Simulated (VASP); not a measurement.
# Al3C2 in VASP: notebook

Al3C2 is run at these levels: PBE; tasks: single point.

Everything below comes from runs of VASP 6.6.1. Logs are shortened: lines on timing, memory, paths and dates and some standing lists are left out, and cuts for length are marked.

## 1. The cell of the first run

The typed cell holds 5 atoms: a = 5.334 Å, b = 5.334 Å, c = 2.880 Å, α = 90.00°, β = 90.00°, γ = 120.00°.

The cell was generated, and may not be a known phase.

## 2. Single point, PBE

File INCAR:

```
PREC = Accurate ; ENCUT = 520
EDIFF = 1E-6 ; ISMEAR = 0
SIGMA = 0.1 ; LREAL = F
LASPH = T ; NELM = 100
ALGO = Normal ; ISIF = 2
LWAVE = F ; LCHARG = T
GGA = PE ; LELF = T
LVHAR = T ; NBANDS = 16
```

File KPOINTS:

```
regular mesh
0
Gamma
  6 6 4
```

File POSCAR:

```
Al3C2
1.0
    5.3341429370      0.0000000000      0.0000000000
   -2.6670714685      4.6195032909      0.0000000000
    0.0000000000      0.0000000000      2.8804030503
Al C
3 2
Direct
    0.5000000000      0.0000000000      0.5000000000
    0.0000000000      0.5000000000      0.5000000000
    0.5000000000      0.5000000000      0.5000000000
    0.3333333333      0.6666666667      0.9999427314
    0.6666666667      0.3333333333      0.0000572686
```

Potentials or basis: VASP PAW PBE potentials, release 64 (Al, C).

Started as:

```sh
> cat potpaw_PBE.64/Al/POTCAR potpaw_PBE.64/C/POTCAR > POTCAR
> mpirun -np 1 vasp_std > vasp.out
```

OUTCAR:

```text
PREC = Accurate
   ENCUT = 520
   EDIFF = 1E-6
   ISMEAR = 0
   LREAL = F
   LASPH = T
   NELM = 100
   ISIF = 2
   GGA = PE

 ion  position               nearest neighbor table
   1  0.500  0.000  0.500-   4 2.11   5 2.11   5 2.11   4 2.11   3 2.67   2 2.67   3 2.67   2 2.67

   2  0.000  0.500  0.500-   4 2.11   5 2.11   5 2.11   4 2.11   3 2.67   3 2.67   1 2.67   1 2.67

   3  0.500  0.500  0.500-   4 2.11   5 2.11   5 2.11   4 2.11   2 2.67   2 2.67   1 2.67   1 2.67

   4  0.333  0.667  1.000-   2 2.11   1 2.11   3 2.11   2 2.11   1 2.11   3 2.11
   5  0.667  0.333  0.000-   2 2.11   1 2.11   3 2.11   2 2.11   1 2.11   3 2.11

  LATTYP: Found a hexagonal cell.
 ALAT       =     5.3341429370
 C/A-ratio  =     0.5399936005

  Lattice vectors:

 A1 = (   5.3341429370,   0.0000000000,   0.0000000000)
 A2 = (  -2.6670714685,   4.6195032909,   0.0000000000)
 A3 = (   0.0000000000,   0.0000000000,   2.8804030503)

Analysis of symmetry for initial positions (statically):
=====================================================================
 Subroutine PRICEL returns:
 Original cell was already a primitive cell.

 Routine SETGRP: Setting up the symmetry group for a
 hexagonal supercell.

 Subroutine GETGRP returns: Found 12 space group operations
 (whereof 12 operations were pure point group operations)
 out of a pool of 24 trial point group operations.

The static configuration has the point symmetry D_3d.

Analysis of symmetry for dynamics (positions and initial velocities):
=====================================================================
 Subroutine PRICEL returns:
 Original cell was already a primitive cell.

 Routine SETGRP: Setting up the symmetry group for a
 hexagonal supercell.

 Subroutine GETGRP returns: Found 12 space group operations
 (whereof 12 operations were pure point group operations)
 out of a pool of 24 trial point group operations.

The dynamic configuration has the point symmetry D_3d.

 Subroutine INISYM returns: Found 12 space group operations
 (whereof 12 operations are pure point group operations),
 and found     1 'primitive' translations

----------------------------------------------------------------------------------------

                                     Primitive cell

  volume of cell :      70.9763
[... 94 lines left out ...]
   EDIFF  = 0.1E-05   stopping-criterion for ELM
   LREAL  =      F    real-space projection
   EDIFFG = 0.1E-04   stopping-criterion for IOM
   NSW    =      0    number of steps for IOM
   IBRION =     -1    ionic relax: 0-MD 1-quasi-New 2-CG
   NFREE  =      0    steps in history (QN), initial steepest desc. (CG)
   ISIF   =      2    stress and relaxation
   ISYM   =      2    0-nonsym 1-usesym 2-fastsym
   POTIM  = 0.5000    time-step for ionic-motion
   TEBEG  =    0.0;   TEEND  =   0.0 temperature during run
   PSTRESS=    0.0 pullay stress
   NELECT =      17.0000    total number of electrons
   NUPDOWN=      -1.0000    fix difference up-down
   EMIN   =  10.00;   EMAX   =-10.00  energy-range for DOS
   EFERMI =   0.00;   METHOD = LEGACY
   ISMEAR =     0;   SIGMA  =   0.10  broadening in eV -4-tet -1-fermi 0-gaus
   EFERMI_NEDOS =   21; number of points for ismear=-14 and -15
   IALGO  =     38    algorithm
   IMIX   =      4    mixing-type and parameters
     AMIX     =   0.40;   BMIX     =  1.00
     AMIX_MAG =   1.60;   BMIX_MAG =  1.00
  volume/ion in A,a.u.               =      14.20        95.79
  Fermi-wavevector in a.u.,A,eV,Ry     =   1.016686  1.921258 14.063661  1.033650
  Thomas-Fermi vector in A             =   2.150044
   LORBIT       =      0    0 simple, 1 ext, 2 COOP (PROOUT), +10 PAW based schemes
   GGA     = PE    functional components
   LHFCALC =     F    Hartree Fock is set to
   AEXX    =    0.0000 exact exchange contribution
   IVDW    =     0    specifies the selected vdW correction
   LEPSILON=     F    determine dielectric tensor
   LRPA    =     F    only Hartree local field effects (RPA)
 non-spin polarized calculation
 Gauss-broadening in eV      SIGMA  =   0.10
  energy-cutoff  :      520.00
  volume of cell :       70.98
 maximum number of plane-waves:      1931
   NGX = 19   NGY = 19   NGZ = 11

 number of electron      16.9999999 magnetization

 Free energy of the ion-electron system (eV)
  ---------------------------------------------------
  ext. energy  EPLUGINS =         0.00000000
  ---------------------------------------------------
  free energy    TOTEN  =       -27.20623298 eV

  energy without entropy =      -27.19432645  energy(sigma->0) =      -27.20027971

 E-fermi :   6.2986     XC(G=0):  -9.6787

 val. band max:        6.2136749502   @ k =   0.1667  -0.0000   0.5000
 cond. band min:       6.3292365097   @ k =   0.1667   0.1667   0.5000
 fundamental gap:      0.1155615595
 Fermi energy:         6.2986127500

 k-point     1 :       0.0000    0.0000    0.0000
  band No.  band energies     occupation
      1      -7.8218      2.00000
      2      -5.1826      2.00000
      3      -0.1974      2.00000
      4      -0.1974      2.00000
      5       2.2707      2.00000
      6       2.2707      2.00000
[... 433 lines left out ...]
      3      -1.4907      2.00000
      4      -1.4907      2.00000
      5       1.5641      2.00000
      6       3.8233      2.00000
[... 8 lines left out ...]
     15      13.4982      0.00000
     16      13.4982      0.00000

------------------------ aborting loop because EDIFF is reached ----------------------------------------

  FORCE on cell =-STRESS in cart. coord.  units (eV):
  Direction    XX          YY          ZZ          XY          YZ          ZX
  --------------------------------------------------------------------------------------
  -------------------------------------------------------------------------------------
  Total        0.0268063      0.0268063      0.0266746      0.0000000      0.0000000      0.0000000
  in kB        0.6051104      0.6051104      0.6021366      0.0000000      0.0000000      0.0000000
  external PRESSURE =       0.6041191 kB  Pullay stress =       0.0000000 kB

 VOLUME and BASIS-vectors are now :
 -----------------------------------------------------------------------------
  energy-cutoff  :      520.00
  volume of cell :       70.98
      direct lattice vectors                 reciprocal lattice vectors
     5.334142937  0.000000000  0.000000000     0.187471542  0.108236745  0.000000000
    -2.667071469  4.619503291  0.000000000     0.000000000  0.216473490  0.000000000
     0.000000000  0.000000000  2.880403050     0.000000000  0.000000000  0.347173636

 POSITION                                       TOTAL-FORCE (eV/Angst)
 -----------------------------------------------------------------------------------
      2.66707      0.00000      1.44020        -0.000000      0.000000      0.000000
     -1.33354      2.30975      1.44020        -0.000000      0.000000      0.000000
      1.33354      2.30975      1.44020        -0.000000      0.000000      0.000000
     -0.00000      3.07967      2.88024        -0.000000     -0.000000      0.001271
      2.66707      1.53983      0.00016         0.000000      0.000000     -0.001271
 -----------------------------------------------------------------------------------
    total drift:                               -0.000000     -0.000000      0.000000

  FREE ENERGIE OF THE ION-ELECTRON SYSTEM (eV)
  ---------------------------------------------------
  free  energy   TOTEN  =       -27.2062329828 eV

  energy  without entropy=      -27.1943264469  energy(sigma->0) =      -27.20027971
```

stdout:

```text
POSCAR found type information on POSCAR AlC
 POSCAR found :  2 types and       5 ions
 scaLAPACK will be used
 LDA part: xc-table for (Slater+PW92), standard interpolation
 POSCAR, INCAR and KPOINTS ok, starting setup
 FFT: planning ... GRIDC
 FFT: planning ... GRID_SOFT
 FFT: planning ... GRID
 WAVECAR not read
 entering main loop
```

Wall time 13 s (1 thread of Intel Xeon 6975P-C (Granite Rapids), shared host); peak memory 0.18 GiB.

What came out:

```yaml
Free_energy: -27.2062 eV
Pressure: 0.1 GPa
Band_gap_on_the_k_mesh: zero (an odd number of electrons rules out a gap without spin polarisation)
```

Caveat: the k points lie up to 0.55 Å⁻¹ apart, too coarse for converged energies and pressures of a metal.

## 3. Single point, PBE

File INCAR:

```
SYSTEM = Al3C2
PREC = Accurate
ENCUT = 520
EDIFF = 1E-6
ISMEAR = 0
SIGMA = 0.1
LREAL = .FALSE.
LASPH = .TRUE.
NELM = 60
ALGO = Normal
ISIF = 2
LWAVE = .FALSE.
LCHARG = .FALSE.
GGA = PE
NBANDS = 16
```

File KPOINTS:

```
Automatic mesh
0
G
  6 6 6
  0 0 0
```

POSCAR: that of step 2 with these lines changed.

```diff
@@ -11,3 +11,3 @@
     0.5000000000      0.5000000000      0.5000000000
-    0.3333333333      0.6666666667      0.9999427314
-    0.6666666667      0.3333333333      0.0000572686
+    0.3333333333      0.6666666667      0.0000000000
+    0.6666666667      0.3333333333      0.0000000000
```

Potentials or basis: VASP PAW PBE potentials, release 64 (Al, C).

Started as:

```sh
> cat potpaw_PBE.64/Al/POTCAR potpaw_PBE.64/C/POTCAR > POTCAR
> mpirun -np 1 vasp_std > vasp.out
```

Run time: 14 s. Hardware: 1 thread of Intel Xeon 6975P-C (Granite Rapids), shared host; peak memory 0.19 GiB.

It converged, with:

```
Free energy            : -27.2509 eV
Pressure               : -0.3 GPa
Band gap on the k mesh : zero (an odd number of electrons rules out a gap without spin polarisation)
```

Stress tensor (GPa, compression positive):
```
-0.35  0.00  0.00
 0.00 -0.35  0.00
 0.00  0.00 -0.12
```

Levels at points of the mesh, in eV from the Fermi level:
```csv
k point,band 5,band 6,band 7,band 8,band 9,band 10,band 11,band 12
"(0.00, 0.00, 0.00)",-4.05,-4.05,-1.07,-1.04,-0.28,3.39,3.39,5.01
"(0.50, 0.00, 0.00)",-3.50,-2.43,-0.82,-0.56,0.23,1.95,2.41,4.19
"(0.00, 0.00, 0.50)",-4.20,-4.20,-1.36,-1.36,0.66,0.66,0.86,0.86
"(0.50, 0.00, 0.50)",-4.52,-3.53,-1.56,-1.31,-0.80,-0.55,2.64,4.04
```

Caveat: the k points lie up to 0.36 Å⁻¹ apart, too coarse for converged energies and pressures of a metal.

The gap in the log of VASP goes by the Fermi energy; the results here count the filled bands.